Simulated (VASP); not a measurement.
# W3N (P-3m1) in VASP: further runs

Runs on W3N. Level: PBEsol. Tasks: single point.

All numbers are computed with VASP 6.6.1; they aren't measurements. Logs are shortened: lines on timing, memory, paths and dates and some standing lists are left out, and cuts for length are marked.

### 1 The cell of the first run

It takes space group P-3m1 (No. 164, trigonal). The conventional cell has a = 2.936 Å, b = 2.936 Å, c = 7.285 Å, α = 90.00°, β = 90.00°, γ = 120.00°. W (site symmetry -3m) has 12 W at 2.92 to 2.94 Å and 2 N at 3.64 Å within 3.8 Å. W (site symmetry 3m) has 3 N at 2.12 Å within 2.8 Å. Within 2.8 Å of N (site symmetry -3m) lie 6 W at 2.12 Å.

### 2 Single point, PBEsol (Ta replaced by W, lengths x 0.975, strained)

INCAR reads:

```
PREC     = Accurate       # precision mode
ENCUT    = 520            # plane-wave cutoff, eV
EDIFF    = 1E-6           # SCF threshold, eV
ISMEAR   = 0              # smearing method
SIGMA    = 0.1            # smearing width, eV
LREAL    = F              # projectors in reciprocal space
LASPH    = T              # aspherical terms in the spheres
NELM     = 100            # most SCF steps
ALGO     = Normal         # electronic algorithm
ISIF     = 2              # what is computed and relaxed
LWAVE    = F              # write WAVECAR
LCHARG   = T              # write CHGCAR
GGA      = PS             # functional
LELF     = T              # ELF
LVHAR    = T            
NBANDS   = 32             # bands
```

KPOINTS reads:

```
regular mesh
0
Gamma
  9 9 4
```

POSCAR reads:

```
W3N
1.0
    2.9359277040      0.0000000000      0.0000000000
   -1.4679638521      2.5425879754      0.0000000000
    0.0000000000      0.0000000000      7.2851881508
W N
3 1
Direct
    0.0000000000      0.0000000000      0.5000000000
    0.3333333300      0.6666666700      0.1739300000
    0.6666666700      0.3333333300      0.8260700000
    0.0000000000      0.0000000000      0.0000000000
```

Potentials or basis: VASP PAW PBE potentials, release 64 (W_sv, N).

The run is started by

```
> cat potpaw_PBE.64/W_sv/POTCAR potpaw_PBE.64/N/POTCAR > POTCAR
> mpirun -np 1 vasp_std > vasp.out
```

OUTCAR:

```text
PREC = Accurate
   ENCUT = 520
   EDIFF = 1E-6
   ISMEAR = 0
   LREAL = F
   LASPH = T
   NELM = 100
   ISIF = 2
   GGA = PS

 ion  position               nearest neighbor table
   1  0.000  0.000  0.500-   2 2.92   3 2.92   3 2.92   2 2.92   3 2.92   2 2.92
   2  0.333  0.667  0.174-   4 2.12   4 2.12   4 2.12   1 2.92   1 2.92   1 2.92   3 3.05   3 3.05
                             3 3.05
   3  0.667  0.333  0.826-   4 2.12   4 2.12   4 2.12   1 2.92   1 2.92   1 2.92   2 3.05   2 3.05
                             2 3.05
   4  0.000  0.000  0.000-   2 2.12   3 2.12   3 2.12   2 2.12   3 2.12   2 2.12

  LATTYP: Found a hexagonal cell.
 ALAT       =     2.9359277040
 C/A-ratio  =     2.4813922158

  Lattice vectors:

 A1 = (   2.9359277040,   0.0000000000,   0.0000000000)
 A2 = (  -1.4679638521,   2.5425879754,   0.0000000000)
 A3 = (   0.0000000000,   0.0000000000,   7.2851881508)

Analysis of symmetry for initial positions (statically):
=====================================================================
 Subroutine PRICEL returns:
 Original cell was already a primitive cell.

 Routine SETGRP: Setting up the symmetry group for a
 hexagonal supercell.

 Subroutine GETGRP returns: Found 12 space group operations
 (whereof 12 operations were pure point group operations)
 out of a pool of 24 trial point group operations.

The static configuration has the point symmetry D_3d.

Analysis of symmetry for dynamics (positions and initial velocities):
=====================================================================
 Subroutine PRICEL returns:
 Original cell was already a primitive cell.

 Routine SETGRP: Setting up the symmetry group for a
 hexagonal supercell.

 Subroutine GETGRP returns: Found 12 space group operations
 (whereof 12 operations were pure point group operations)
 out of a pool of 24 trial point group operations.

The dynamic configuration has the point symmetry D_3d.

 Subroutine INISYM returns: Found 12 space group operations
 (whereof 12 operations are pure point group operations),
 and found     1 'primitive' translations

----------------------------------------------------------------------------------------

                                     Primitive cell

  volume of cell :      54.3829

  direct lattice vectors                    reciprocal lattice vectors
     2.935927704  0.000000000  0.000000000     0.340607842  0.196650029  0.000000000
    -1.467963852  2.542587975  0.000000000     0.000000000  0.393300059  0.000000000
     0.000000000  0.000000000  7.285188151     0.000000000  0.000000000  0.137264814

  length of vectors
     2.935927704  2.935927704  7.285188151     0.393300059  0.393300059  0.137264814

  position of ions in fractional coordinates (direct lattice)
     0.000000000  0.000000000  0.500000000
     0.333333330  0.666666670  0.173930000
     0.666666670  0.333333330  0.826070000
     0.000000000  0.000000000  0.000000000

  ion indices of the primitive-cell ions
   primitive index   ion index
                 1           1
                 2           2
                 3           3
                 4           4

----------------------------------------------------------------------------------------

 KPOINTS: regular mesh

Automatic generation of k-mesh.
 Grid dimensions read from file:
 generate k-points for:    9    9    4

 Generating k-lattice:

  Cartesian coordinates                     Fractional coordinates (reciprocal lattice)
     0.037845316  0.021850003  0.000000000     0.111111111 -0.000000000  0.000000000
     0.000000000  0.043700007  0.000000000     0.000000000  0.111111111  0.000000000
     0.000000000  0.000000000  0.034316204     0.000000000  0.000000000  0.250000000

  Length of vectors
     0.043700007  0.043700007  0.034316204

  Shift w.r.t. Gamma in fractional coordinates (k-lattice)
     0.000000000  0.000000000  0.000000000

 Subroutine IBZKPT returns following result:
 ===========================================

 Found     43 irreducible k-points:

 Following reciprocal coordinates:
            Coordinates               Weight
  0.000000  0.000000  0.000000      1.000000
  0.111111  0.000000  0.000000      6.000000
  0.222222  0.000000  0.000000      6.000000
  0.333333  0.000000  0.000000      6.000000
  0.444444  0.000000  0.000000      6.000000
  0.111111  0.111111  0.000000      6.000000
[... 16 lines left out ...]
  0.222222  0.111111  0.250000     12.000000
 -0.111111  0.333333  0.250000     12.000000
 [... further k-points ...]
   k-points           NKPTS =     43   k-points in BZ     NKDIM =     43   number of bands    NBANDS=     32
   number of dos      NEDOS =    301   number of ions     NIONS =      4
   total plane-waves  NPLWV =  31104
   dimension x,y,z NGX =    24 NGY =   24 NGZ =   54
   dimension x,y,z NGXF=    48 NGYF=   48 NGZF=  108
   ions per type =               3   1
   NGX,Y,Z   is equivalent  to a cutoff of  13.59, 13.59, 12.32 a.u.
   NGXF,Y,Z  is equivalent  to a cutoff of  27.18, 27.18, 24.65 a.u.
 SYSTEM =  unknown system
   PREC   = accura    normal or accurate (medium, high low for compatibility)
   ISTART =      0    job   : 0-new  1-cont  2-samecut
   ICHARG =      2    charge: 1-file 2-atom 10-const
   ISPIN  =      1    spin polarized calculation?
   LNONCOLLINEAR =      F non collinear calculations
   LSORBIT =      F    spin-orbit coupling
   LASPH  =      T    aspherical Exc in radial PAW
   ENCUT  =  520.0 eV  38.22 Ry    6.18 a.u.   5.46  5.46 13.55*2*pi/ulx,y,z
   NELM   =    100;   NELMIN=  2; NELMDL= -5     # of ELM steps
   EDIFF  = 0.1E-05   stopping-criterion for ELM
   LREAL  =      F    real-space projection
   EDIFFG = 0.1E-04   stopping-criterion for IOM
   NSW    =      0    number of steps for IOM
   IBRION =     -1    ionic relax: 0-MD 1-quasi-New 2-CG
   NFREE  =      0    steps in history (QN), initial steepest desc. (CG)
   ISIF   =      2    stress and relaxation
   ISYM   =      2    0-nonsym 1-usesym 2-fastsym
   POTIM  = 0.5000    time-step for ionic-motion
   TEBEG  =    0.0;   TEEND  =   0.0 temperature during run
   PSTRESS=    0.0 pullay stress
   NELECT =      47.0000    total number of electrons
   NUPDOWN=      -1.0000    fix difference up-down
   EMIN   =  10.00;   EMAX   =-10.00  energy-range for DOS
   EFERMI =   0.00;   METHOD = LEGACY
   ISMEAR =     0;   SIGMA  =   0.10  broadening in eV -4-tet -1-fermi 0-gaus
   EFERMI_NEDOS =   21; number of points for ismear=-14 and -15
   IALGO  =     38    algorithm
   IMIX   =      4    mixing-type and parameters
     AMIX     =   0.40;   BMIX     =  1.00
     AMIX_MAG =   1.60;   BMIX_MAG =  1.00
  volume/ion in A,a.u.               =      13.60        91.75
  Fermi-wavevector in a.u.,A,eV,Ry     =   1.559385  2.946811 33.085045  2.431682
  Thomas-Fermi vector in A             =   2.662751
   LORBIT       =      0    0 simple, 1 ext, 2 COOP (PROOUT), +10 PAW based schemes
   GGA     = PS    functional components
   LHFCALC =     F    Hartree Fock is set to
   AEXX    =    0.0000 exact exchange contribution
   IVDW    =     0    specifies the selected vdW correction
   LEPSILON=     F    determine dielectric tensor
   LRPA    =     F    only Hartree local field effects (RPA)
 non-spin polarized calculation
 Gauss-broadening in eV      SIGMA  =   0.10
  energy-cutoff  :      520.00
  volume of cell :       54.38
 maximum number of plane-waves:      1515
 NGX is ok and might be reduce to    24
   NGX = 11   NGY = 11   NGZ = 27

 number of electron      47.0000007 magnetization

 Free energy of the ion-electron system (eV)
  ---------------------------------------------------
  ext. energy  EPLUGINS =         0.00000000
  ---------------------------------------------------
  free energy    TOTEN  =       -49.64979665 eV

  energy without entropy =      -49.62622118  energy(sigma->0) =      -49.63800891

 E-fermi :  10.8809     XC(G=0): -13.6269

 val. band max:       10.8647700072   @ k =   0.4444   0.1111   0.5000
 cond. band min:      10.9005493897   @ k =   0.3333   0.0000   0.5000
 fundamental gap:      0.0357793825
 Fermi energy:        10.8809007447

 k-point     1 :       0.0000    0.0000    0.0000
  band No.  band energies     occupation
      1     -63.6106      2.00000
      2     -63.5836      2.00000
      3     -62.8561      2.00000
      4     -28.1469      2.00000
      5     -27.8347      2.00000
      6     -27.5218      2.00000
[... 24 lines left out ...]
     31      13.7619      0.00000
     32      14.1925      0.00000

 k-point     2 :       0.1111    0.0000    0.0000
  band No.  band energies     occupation
      1     -63.6038      2.00000
      2     -63.5783      2.00000
      3     -62.8506      2.00000
      4     -28.1286      2.00000
      5     -27.8275      2.00000
      6     -27.6080      2.00000
[... 24 lines left out ...]
     31      14.3982      0.00000
     32      14.5395      0.00000

 k-point     3 :       0.2222    0.0000    0.0000
  band No.  band energies     occupation
      1     -63.5866      2.00000
      2     -63.5653      2.00000
      3     -62.8368      2.00000
      4     -28.0939      2.00000
      5     -27.8900      2.00000
      6     -27.7711      2.00000
[... 24 lines left out ...]
     31      14.7058      0.00000
     32      16.0759      0.00000

 k-point     4 :       0.3333    0.0000    0.0000
  band No.  band energies     occupation
      1     -63.5662      2.00000
      2     -63.5511      2.00000
      3     -62.8211      2.00000
      4     -28.1521      2.00000
      5     -28.0933      2.00000
      6     -27.8958      2.00000
[... 654 lines left out ...]
     31      14.6844      0.00000
     32      14.8258      0.00000

 k-point    23 :       0.2222    0.1111    0.2500
  band No.  band energies     occupation
      1     -63.5728      2.00000
      2     -63.5557      2.00000
      3     -62.8262      2.00000
      4     -28.0927      2.00000
      5     -27.9753      2.00000
      6     -27.9011      2.00000
[... 24 lines left out ...]
     31      14.8181      0.00000
     32      15.9014      0.00000

 k-point    24 :      -0.1111    0.3333    0.2500
  band No.  band energies     occupation
      1     -63.5728      2.00000
      2     -63.5558      2.00000
      3     -62.8262      2.00000
      4     -28.1009      2.00000
      5     -28.0016      2.00000
      6     -27.8763      2.00000
[... 24 lines left out ...]
     31      14.7136      0.00000
     32      15.7749      0.00000

 [... further k-points ...]

------------------------ aborting loop because EDIFF is reached ----------------------------------------

  FORCE on cell =-STRESS in cart. coord.  units (eV):
  Direction    XX          YY          ZZ          XY          YZ          ZX
  --------------------------------------------------------------------------------------
  -------------------------------------------------------------------------------------
  Total       -4.2810391     -4.2810391     -1.8008482      0.0000000      0.0000000     -0.0000000
  in kB     -126.1239780   -126.1239780    -53.0549091      0.0000000      0.0000000     -0.0000000
  external PRESSURE =    -101.7676217 kB  Pullay stress =       0.0000000 kB

 VOLUME and BASIS-vectors are now :
 -----------------------------------------------------------------------------
  energy-cutoff  :      520.00
  volume of cell :       54.38
      direct lattice vectors                 reciprocal lattice vectors
     2.935927704  0.000000000  0.000000000     0.340607842  0.196650029  0.000000000
    -1.467963852  2.542587975  0.000000000     0.000000000  0.393300059  0.000000000
     0.000000000  0.000000000  7.285188151     0.000000000  0.000000000  0.137264814

 POSITION                                       TOTAL-FORCE (eV/Angst)
 -----------------------------------------------------------------------------------
      0.00000      0.00000      3.64259        -0.000000      0.000000      0.000000
     -0.00000      1.69506      1.26711        -0.000000      0.000000      2.129360
      1.46796      0.84753      6.01808         0.000000      0.000000     -2.129360
      0.00000      0.00000      0.00000        -0.000000      0.000000      0.000000
 -----------------------------------------------------------------------------------
    total drift:                                0.000000      0.000000      0.000000

  FREE ENERGIE OF THE ION-ELECTRON SYSTEM (eV)
  ---------------------------------------------------
  free  energy   TOTEN  =       -49.6497966489 eV

  energy  without entropy=      -49.6262211802  energy(sigma->0) =      -49.63800891
```

Run time: 66 s. Hardware: 1 thread of Intel Xeon Platinum 8259CL at 2.50GHz (Skylake/Cascade Lake), shared host; peak memory 0.21 GiB.

What came out:

* Free energy: -49.6498 eV
* Pressure: -10.2 GPa
* Largest force: 2.129 eV/Å

Forces in eV/Å, atoms in the order of the input:
```
W    0.000  0.000  0.000
W    0.000  0.000  2.129
W    0.000  0.000 -2.129
N    0.000  0.000  0.000
```

Caveat: the cell differs from its parent crystal (Ta replaced by W, lengths x 0.975, strained); the PAW data sets were made with another functional, which shifts forces and pressure a little; spin-orbit coupling is left out, which moves the levels of the heavy elements.

### 3 Single point, PBEsol (Ta replaced by W, lengths x 0.975, strained)

INCAR reads:

```
ALGO     = Normal         # electronic algorithm
EDIFF    = 1E-6           # SCF threshold, eV
ENCUT    = 520            # plane-wave cutoff, eV
GGA      = PS             # functional
ISIF     = 2              # what is computed and relaxed
ISMEAR   = 0              # smearing method
LASPH    = True           # aspherical terms in the spheres
LCHARG   = True           # write CHGCAR
LELF     = True           # ELF
LREAL    = False          # projectors in reciprocal space
LVHAR    = True         
LWAVE    = False          # write WAVECAR
NBANDS   = 32             # bands
NELM     = 100            # most SCF steps
PREC     = Accurate       # precision mode
SIGMA    = 0.1            # smearing width, eV
```

KPOINTS reads:

```
k-points
0
Gamma
  18 18 6
```

POSCAR is that of step 2.

Potentials or basis: VASP PAW PBE potentials, release 64 (W_sv, N).

The run is started by

```
> cat potpaw_PBE.64/W_sv/POTCAR potpaw_PBE.64/N/POTCAR > POTCAR
> mpirun -np 1 vasp_std > vasp.out
```

Wall time 5.7 min (1 thread of Intel Xeon Platinum 8259CL at 2.50GHz (Skylake/Cascade Lake), shared host); peak memory 0.38 GiB.

Results (log left out):

- Free energy: -49.6535 eV
- Pressure: -10.1 GPa
- Largest force: 2.131 eV/Å

Forces on the atoms (eV/Å):
```
W    0.000  0.000  0.000
W    0.000  0.000  2.131
W    0.000  0.000 -2.131
N    0.000  0.000  0.000
```

Stress tensor (GPa, compression positive):
```
-12.69   0.00   0.00
  0.00 -12.69   0.00
  0.00   0.00  -5.03
```

Levels at points of the mesh, in eV from the Fermi level:
```
           k point  band 20  band 21  band 22  band 23  band 24  band 25  band 26  band 27  band 28  band 29
(0.00, 0.00, 0.00)    -1.59    -1.59    -1.31    -0.67    -0.67     0.37     0.85     0.85     1.18     1.18
(0.50, 0.00, 0.00)    -1.75    -1.34    -0.44    -0.28     0.41     2.57     3.22     3.29     4.01     4.34
(0.00, 0.00, 0.50)    -1.95    -1.39    -1.39    -0.34    -0.34     0.36     0.36     0.55     0.55     0.57
(0.50, 0.00, 0.50)    -1.96    -1.79    -0.46     0.21     0.43     1.31     3.37     3.47     3.65     4.62
```

Caveat: the cell differs from its parent crystal (Ta replaced by W, lengths x 0.975, strained); the PAW data sets were made with another functional, which shifts forces and pressure a little; spin-orbit coupling is left out, which moves the levels of the heavy elements.

### 4 Single point, PBEsol (Ta replaced by W, lengths x 0.975, strained)

INCAR reads:

```
PREC = Accurate
ENCUT = 910
EDIFF = 1E-6
ISMEAR = 0
SIGMA = 0.1
LREAL = F
LASPH = T
NELM = 120
ALGO = Normal
ISIF = 2
LWAVE = F
LCHARG = T
GGA = PS
LELF = T
LVHAR = T
NBANDS = 32
GGA_COMPAT = F
```

KPOINTS reads:

```
regular mesh
0
Gamma
  9 9 4
```

POSCAR is that of step 3.

Potentials or basis: VASP PAW PBE potentials, release 64 (W_sv, N_h).

The run is started by

```
> cat potpaw_PBE.64/W_sv/POTCAR potpaw_PBE.64/N_h/POTCAR > POTCAR
> mpirun -np 1 vasp_std > vasp.out
```

Run time: 1.9 min. Hardware: 1 thread of Intel Xeon Platinum 8559C (Emerald Rapids), shared host; peak memory 0.32 GiB.

It converged, with:

| Quantity | Value |
| --- | --- |
| Free energy | -49.6607 eV |
| Pressure | -10.2 GPa |
| Largest force | 2.129 eV/Å |

Forces in eV/Å, atoms in the order of the input:
```
W    0.000  0.000  0.000
W    0.000  0.000  2.129
W    0.000  0.000 -2.129
N    0.000  0.000  0.000
```

Stress tensor (GPa, compression positive):
```
-12.61   0.00   0.00
  0.00 -12.61   0.00
  0.00   0.00  -5.26
```

Levels at points of the mesh, in eV from the Fermi level:
| k point | band 20 | band 21 | band 22 | band 23 | band 24 | band 25 | band 26 | band 27 | band 28 | band 29 |
| --- | --- | --- | --- | --- | --- | --- | --- | --- | --- | --- |
| (0.00, 0.00, 0.00) | -1.59 | -1.59 | -1.30 | -0.65 | -0.65 | 0.38 | 0.86 | 0.86 | 1.19 | 1.19 |
| (0.00, 0.00, 0.50) | -1.94 | -1.39 | -1.39 | -0.33 | -0.33 | 0.37 | 0.37 | 0.56 | 0.56 | 0.59 |

Caveat: the cell differs from its parent crystal (Ta replaced by W, lengths x 0.975, strained); the cutoff is under 1.25 times the usual one of these potentials, so pressure, stress and relaxed cells hold a basis-set (Pulay) error; the PAW data sets were made with another functional, which shifts forces and pressure a little; spin-orbit coupling is left out, which moves the levels of the heavy elements.

### 5 The runs side by side

```tsv
potentials or basis	k mesh	cutoff (eV)	second run	gap on the mesh (eV)	pressure (GPa)	largest force (eV/Å)
VASP PAW PBE potentials, release 64 (W_sv, N)	9 × 9 × 4	520	-	none	-10.2	2.13
VASP PAW PBE potentials, release 64 (W_sv, N)	18 × 18 × 6	520	-	none	-10.1	2.13
VASP PAW PBE potentials, release 64 (W_sv, N_h)	9 × 9 × 4	910	hard_potentials	none	-10.2	2.13
```

Alike in all rows: task single point; level PBEsol; no spin polarisation; cell as given; smearing gaussian 0.1 eV.

Caveats: the PAW data sets were made with another functional, which shifts forces and pressure a little; spin-orbit coupling is left out, which moves the levels of the heavy elements; the cutoff is under 1.25 times the usual one of these potentials, so pressure, stress and relaxed cells hold a basis-set (Pulay) error (some runs).

Total energies depend on the potentials used, so only differences within one code and one set of settings carry meaning.
